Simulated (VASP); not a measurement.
Runs of VASP 6.6.1 on NaCl. The structure is that of space group Fm-3m (No. 225), or close to it. The cells are those of the table. 

```tsv
cell	gap on the mesh (eV)	pressure (GPa)
a = 3.897 Å, angles 60.0°, 2 atoms	5.39	(b)
a = 4.029 Å, angles 60.0°, 2 atoms	4.99	(c)
a = 3.827 Å, angles 60.0°, 2 atoms	5.63	5.2
a = 3.964 Å, angles 60.0°, 2 atoms	5.18	1.3
a = 4.092 Å, angles 60.0°, 2 atoms	(a)	-1.0
```

Alike in all rows: task single point; level PBE; potentials or basis VASP PAW PBE potentials, release 64 (Na_pv, Cl); no spin polarisation; k mesh 4 × 4 × 4; cutoff (eV) 520; smearing gaussian 0.01 eV.

Problem. Fill in the values left out.

Solution. (a) 4.82; (b) 3.0; (c) 0.0.

Caveats: all runs use coarse meshes.

